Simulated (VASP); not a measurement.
# FeGe (P-6m2) in VASP: a series of runs

The runs below take FeGe through relaxation of cell and atoms, with PBE.

All numbers are computed with VASP 6.6.1; they aren't measurements. Logs are shortened: lines on timing, memory, paths and dates and some standing lists are left out, and cuts for length are marked.

### 1 The cell of the first run

Symmetry: P-6m2, No. 187, hexagonal system. Conventional cell: a = 2.903 Å, b = 2.903 Å, c = 4.404 Å, α = 90.00°, β = 90.00°, γ = 120.00°. Within 3.6 Å of Fe (site symmetry -6m2) lie 6 Ge at 2.77 Å and 6 Fe at 2.90 Å. Ge (site symmetry -6m2) has 6 Fe at 2.77 Å and 6 Ge at 2.90 Å within 3.6 Å.

### 2 Relaxation of cell and atoms, PBE, collinear spin, ferromagnetic start

The input, INCAR:

```
PREC = Accurate ; ENCUT = 600
EDIFF = 1E-7 ; ISMEAR = 0
SIGMA = 0.1 ; LREAL = F
LASPH = T ; NELM = 150
ALGO = Normal ; ISIF = 3
LWAVE = F ; LCHARG = F
ISPIN = 2 ; MAGMOM = 4 0
LORBIT = 11 ; LMAXMIX = 4
GGA = PE ; IBRION = 2
NSW = 90 ; EDIFFG = -0.04
```

The input, KPOINTS:

```
Automatic mesh
0
Gamma
  6 6 4
```

The input, POSCAR:

```
FeGe
1.0
    2.9030215000      0.0000000000      0.0000000000
   -1.4515107500      2.5140903700      0.0000000000
    0.0000000000      0.0000000000      4.4036750800
Fe Ge
1 1
Direct
    0.0000000000      0.0000000000      0.0000000000
    0.3333333300      0.6666666700      0.5000000000
```

Potentials or basis: VASP PAW PBE potentials, release 64 (Fe, Ge_d).

Command:

```
$ cat potpaw_PBE.64/Fe/POTCAR potpaw_PBE.64/Ge_d/POTCAR > POTCAR
$ mpirun -np 1 vasp_std > vasp.out
```

OUTCAR:

```text
PREC = Accurate
   ENCUT = 600
   EDIFF = 1E-7
   ISMEAR = 0
   LREAL = F
   LASPH = T
   NELM = 150
   ISIF = 3
   ISPIN = 2
   LORBIT = 11
   GGA = PE
   IBRION = 2
   NSW = 90
   EDIFFG = -0.04

 ion  position               nearest neighbor table
   1  0.000  0.000  0.000-   2 2.77   2 2.77   2 2.77   2 2.77   2 2.77   2 2.77
   2  0.333  0.667  0.500-   1 2.77   1 2.77   1 2.77   1 2.77   1 2.77   1 2.77

  LATTYP: Found a hexagonal cell.
 ALAT       =     2.9030215000
 C/A-ratio  =     1.5169281661

  Lattice vectors:

 A1 = (   2.9030215000,   0.0000000000,   0.0000000000)
 A2 = (  -1.4515107500,   2.5140903700,   0.0000000000)
 A3 = (   0.0000000000,   0.0000000000,   4.4036750800)

Analysis of symmetry for initial positions (statically):
=====================================================================
 Subroutine PRICEL returns:
 Original cell was already a primitive cell.

 Routine SETGRP: Setting up the symmetry group for a
 hexagonal supercell.

 Subroutine GETGRP returns: Found 12 space group operations
 (whereof 12 operations were pure point group operations)
 out of a pool of 24 trial point group operations.

The static configuration has the point symmetry D_3h.

Analysis of symmetry for dynamics (positions and initial velocities):
=====================================================================
 Subroutine PRICEL returns:
 Original cell was already a primitive cell.

 Routine SETGRP: Setting up the symmetry group for a
 hexagonal supercell.

 Subroutine GETGRP returns: Found 12 space group operations
 (whereof 12 operations were pure point group operations)
 out of a pool of 24 trial point group operations.

The dynamic configuration has the point symmetry D_3h.

Analysis of structural, dynamic, and magnetic symmetry:
=====================================================================
 Subroutine PRICEL returns:
 Original cell was already a primitive cell.

 Routine SETGRP: Setting up the symmetry group for a
 hexagonal supercell.

 Subroutine GETGRP returns: Found 12 space group operations
 (whereof 12 operations were pure point group operations)
 out of a pool of 24 trial point group operations.

The overall configuration has the point symmetry D_3h.

 Subroutine INISYM returns: Found 12 space group operations
[... 118 lines left out ...]
   GGA     = PE    functional components
   LHFCALC =     F    Hartree Fock is set to
   AEXX    =    0.0000 exact exchange contribution
   IVDW    =     0    specifies the selected vdW correction
   LEPSILON=     F    determine dielectric tensor
   LRPA    =     F    only Hartree local field effects (RPA)
 conjugate gradient relaxation of ions
 spin polarized calculation
 Gauss-broadening in eV      SIGMA  =   0.10
  energy-cutoff  :      600.00
  volume of cell :       32.14
 maximum number of plane-waves:      1091
 NGX is ok and might be reduce to    24
   NGX = 11   NGY = 11   NGZ = 17

--------------------------------------- Ionic step        1  -------------------------------------------

 number of electron      22.0000004 magnetization       2.5646315

 Free energy of the ion-electron system (eV)
  ---------------------------------------------------
  ext. energy  EPLUGINS =         0.00000000
  ---------------------------------------------------
  free energy    TOTEN  =       -12.22697918 eV

  energy without entropy =      -12.21873743  energy(sigma->0) =      -12.22285830

------------------------ aborting loop because EDIFF is reached ----------------------------------------

  FORCE on cell =-STRESS in cart. coord.  units (eV):
  Direction    XX          YY          ZZ          XY          YZ          ZX
  --------------------------------------------------------------------------------------
  -------------------------------------------------------------------------------------
  Total       -1.8411415     -1.8411415     -4.1752824      0.0000000      0.0000000      0.0000000
  in kB      -91.7806969    -91.7806971   -208.1373539      0.0000000      0.0000000      0.0000000
  external PRESSURE =    -130.5662493 kB  Pullay stress =       0.0000000 kB
[... 89 lines left out ...]
  FREE ENERGIE OF THE ION-ELECTRON SYSTEM (eV)
  ---------------------------------------------------
  free  energy   TOTEN  =       -12.6182054864 eV

  energy  without entropy=      -12.6103616240  energy(sigma->0) =      -12.61428356

[... ionic steps 4 to 10 ...]

--------------------------------------- Ionic step       11  -------------------------------------------

 number of electron      22.0000005 magnetization       1.7556244

------------------------ aborting loop because EDIFF is reached ----------------------------------------
[... 67 lines left out ...]
--------------------------------------- Ionic step       13  -------------------------------------------

 number of electron      22.0000002 magnetization       1.7549839

 Free energy of the ion-electron system (eV)
  ---------------------------------------------------
  ext. energy  EPLUGINS =         0.00000000
  ---------------------------------------------------
  free energy    TOTEN  =       -12.76603797 eV

  energy without entropy =      -12.76130438  energy(sigma->0) =      -12.76367118

 E-fermi :   7.4056     XC(G=0): -12.5409

 val. band max:        7.3908456892   @ k =   0.0000   0.0000   0.0000
 cond. band min:       7.4152174532   @ k =   0.1667   0.0000   0.2500
 fundamental gap:      0.0243717640
 Fermi energy:         7.4055720893

 spin component 1

 k-point     1 :       0.0000    0.0000    0.0000
  band No.  band energies     occupation
      1     -17.1375      1.00000
      2     -17.1375      1.00000
      3     -17.0687      1.00000
      4     -17.0309      1.00000
      5     -17.0309      1.00000
      6      -5.4408      1.00000
[... 396 lines left out ...]
      3     -17.0742      1.00000
      4     -17.0686      1.00000
      5     -16.9822      1.00000
      6       0.5060      1.00000
[... 9 lines left out ...]
     16      11.1497      0.00000
     17      26.8042      0.00000
 Fermi energy:         7.4055720893

 spin component 2

 k-point     1 :       0.0000    0.0000    0.0000
  band No.  band energies     occupation
      1     -17.1492      1.00000
      2     -17.1492      1.00000
      3     -17.0851      1.00000
      4     -17.0413      1.00000
      5     -17.0413      1.00000
      6      -5.4551      1.00000
[... 438 lines left out ...]
  FREE ENERGIE OF THE ION-ELECTRON SYSTEM (eV)
  ---------------------------------------------------
  free  energy   TOTEN  =       -12.7660379723 eV

  energy  without entropy=      -12.7613043787  energy(sigma->0) =      -12.76367118

 reached required accuracy - stopping structural energy minimisation

 total charge

# of ion       s       p       d       tot
------------------------------------------
    1        0.372   0.455   6.398   7.226
    2        1.140   1.219  10.089  12.448
--------------------------------------------------
tot          1.513   1.674  16.488  19.675

 magnetization (x)

# of ion       s       p       d       tot
------------------------------------------
    1        0.014   0.006   1.828   1.849
    2       -0.004  -0.055  -0.006  -0.065
--------------------------------------------------
tot          0.010  -0.049   1.822   1.783
```

OSZICAR:

```text
N       E                     dE             d eps       ncg     rms          rms(c)
DAV:   1     0.132950592007E+03    0.13295E+03   -0.12155E+04  1437   0.353E+03
[... 153 lines left out ...]
DAV:   3    -0.127670194331E+02    0.51574E-02   -0.29274E-02  1573   0.217E+00    0.241E-01
DAV:   4    -0.127661032950E+02    0.91614E-03   -0.16825E-03  1892   0.571E-01    0.971E-02
DAV:   5    -0.127660524684E+02    0.50827E-04   -0.15000E-04  1988   0.167E-01    0.341E-02
DAV:   6    -0.127660378716E+02    0.14597E-04   -0.36866E-05  1760   0.126E-01    0.121E-02
DAV:   7    -0.127660376938E+02    0.17777E-06   -0.19107E-06  2067   0.202E-02    0.552E-03
DAV:   8    -0.127660379652E+02   -0.27140E-06   -0.12430E-07  1162   0.466E-03    0.189E-03
DAV:   9    -0.127660379723E+02   -0.71213E-08   -0.27046E-08   728   0.264E-03
  13 F= -.12766038E+02 E0= -.12763671E+02  d E =-.707161E-03  mag=     1.7550
```

It took 3.8 min on 1 thread of Intel Xeon 6975P-C, shared host; peak memory 0.2 GiB.

Results:

```yaml
Free_energy: -12.7660 eV
Relaxed_volume: 13.62 Å³/atom
Relaxed_cell: a = 2.980 Å, b = 2.980 Å, c = 3.541 Å, α = 90.00°, β = 90.00°, γ = 120.00°
Space_group_after_relaxing_to_0.05_Å: P-6m2 (No. 187)
Energy_gained_by_relaxing: 269.5 meV/atom
Ionic_steps: 13
Pressure_after_relaxing: -0.4 GPa
Net_moment: 1.75 μB per cell
Site_moments: Fe +1.85; Ge -0.07 μB
Valence_electrons_inside_the_program's_atomic_spheres: Fe 7.23; Ge 12.45
```

Stress tensor (GPa, compression positive):
```
-0.40  0.00  0.00
 0.00 -0.40  0.00
 0.00  0.00 -0.25
```

The path:
```tsv
step	energy change (eV)	largest force (eV/Å)	pressure (GPa)	volume (Å³)
1	0.0000	0.0000	-13.06	32.14
2	-0.3874	0.0000	1.23	26.39
3	-0.3912	0.0000	3.52	25.96
4	-0.4857	0.0000	2.97	25.67
5	-0.4913	0.0000	3.98	25.53
6	-0.5209	0.0000	0.23	26.83
7	-0.5210	0.0000	0.01	26.87
8	-0.5295	0.0000	-2.27	27.45
9	-0.5297	0.0000	-3.06	27.63
10	-0.5371	0.0000	-1.78	27.47
11	-0.5383	0.0000	-1.03	27.38
12	-0.5384	0.0000	-0.99	27.38
13	-0.5391	0.0000	-0.35	27.24
```

Final structure:
```yaml
crystal:
  lattice:
    - [2.98043, 0.00000, 0.00000]
    - [-1.49021, 2.58113, 0.00000]
    - [0.00000, 0.00000, 3.54061]
  atoms:
    - { symbol: Fe, position: [0.00000, 0.00000, 0.00000] }
    - { symbol: Ge, position: [0.33333, 0.66667, 0.50000] }
```

Caveat: the k points lie up to 0.44 Å⁻¹ apart in the final cell; the volume moved by over 15 % at a fixed basis, so the end points are rough.

### 3 Relaxation of cell and atoms, PBE, collinear spin, ferromagnetic start

This run uses another cell than the first one, of 13.57 Å³/atom, 0.844 times its volume.

The input, INCAR:

```
  ALGO = Normal
  EDIFF = 1E-7
  EDIFFG = -0.04
  ENCUT = 600
  GGA = PE
  IBRION = 2
  ISIF = 3
  ISMEAR = 0
  ISPIN = 2
  LASPH = True
  LCHARG = False
  LMAXMIX = 4
  LORBIT = 11
  LREAL = False
  LWAVE = False
  MAGMOM = 2.02 0
  NELM = 150
  NSW = 90
  PREC = Accurate
  SIGMA = 0.1
```

The input, KPOINTS:

```
k-points
0
Gamma
  6 6 6
```

The input, POSCAR:

```
FeGe
1.0
    2.9745153121      0.0000000000      0.0000000000
   -1.4872576560      2.5760058242      0.0000000000
    0.0000000000      0.0000000000      3.5411323147
Fe Ge
1 1
Direct
    0.0000000000      0.0000000000      0.0000000000
    0.3333333333      0.6666666667      0.5000000000
```

Potentials or basis: VASP PAW PBE potentials, release 64 (Fe, Ge_d).

Command:

```
$ cat potpaw_PBE.64/Fe/POTCAR potpaw_PBE.64/Ge_d/POTCAR > POTCAR
$ mpirun -np 1 vasp_std > vasp.out
```

Wall time 52 s (1 thread of Intel Xeon 6975P-C, shared host); peak memory 0.17 GiB.

It converged, with:

| Item | Value |
| --- | --- |
| Free energy | -12.7785 eV |
| Relaxed volume | 13.50 Å³/atom |
| Relaxed cell | a = 2.988 Å, b = 2.988 Å, c = 3.493 Å, α = 90.00°, β = 90.00°, γ = 120.00° |
| Space group after relaxing (to 0.05 Å) | P-6m2 (No. 187) |
| Energy gained by relaxing | 1.7 meV/atom |
| Ionic steps | 4 |
| Pressure after relaxing | 0.3 GPa |
| Net moment | 1.62 μB per cell |
| Site moments | Fe +1.73; Ge -0.07 μB |
| Valence electrons inside the program's atomic spheres | Fe 7.26; Ge 12.46 |

Stress tensor (GPa, compression positive):
```
0.38 0.00 0.00
0.00 0.38 0.00
0.00 0.00 0.02
```

The path:
```
step  energy change (eV)  largest force (eV/Å)  pressure (GPa)  volume (Å³)
   1              0.0000                0.0000           -0.91        27.13
   2             -0.0021                0.0000            1.00        26.83
   3             -0.0021                0.0000            0.76        26.87
   4             -0.0033                0.0000            0.26        27.00
```

Final structure:
```cif
data_structure
_symmetry_space_group_name_H-M 'P 1'
_symmetry_Int_Tables_number 1
_cell_length_a 2.9875
_cell_length_b 2.9875
_cell_length_c 3.4930
_cell_angle_alpha 90.000
_cell_angle_beta 90.000
_cell_angle_gamma 120.000
_cell_volume 27.00
loop_
_atom_site_label
_atom_site_type_symbol
_atom_site_fract_x
_atom_site_fract_y
_atom_site_fract_z
_atom_site_occupancy
Fe1 Fe 0.00000 0.00000 0.00000 1
Ge1 Ge 0.33333 0.66667 0.50000 1
```

Levels at points of the mesh, in eV from the Fermi level:
Spin up:
| k point | band 10 | band 11 | band 12 | band 13 | band 14 | band 15 |
| --- | --- | --- | --- | --- | --- | --- |
| (0.00, 0.00, 0.00) | -1.25 | -1.25 | -0.88 | 5.13 | 7.64 | 7.64 |
| (0.50, 0.00, 0.00) | -1.45 | -0.98 | -0.25 | 2.93 | 4.95 | 7.18 |
| (0.00, 0.00, 0.50) | -2.04 | -1.59 | -1.59 | 8.19 | 8.19 | 13.61 |
| (0.50, 0.00, 0.50) | -1.86 | -1.45 | -0.95 | 0.97 | 2.50 | 6.21 |
Spin down:
| k point | band 7 | band 8 | band 9 | band 10 | band 11 | band 12 | band 13 | band 14 |
| --- | --- | --- | --- | --- | --- | --- | --- | --- |
| (0.00, 0.00, 0.00) | -2.01 | -0.90 | -0.60 | -0.60 | -0.11 | -0.11 | 6.04 | 7.78 |
| (0.50, 0.00, 0.00) | -6.28 | -2.42 | -1.50 | -0.34 | 0.98 | 1.80 | 2.92 | 5.19 |
| (0.00, 0.00, 0.50) | -7.20 | -0.53 | -0.53 | -0.27 | -0.27 | 0.05 | 8.14 | 8.14 |
| (0.50, 0.00, 0.50) | -4.84 | -3.75 | -1.47 | -1.04 | 0.53 | 1.05 | 1.96 | 3.50 |

Caveat: the k points lie up to 0.40 Å⁻¹ apart in the final cell.
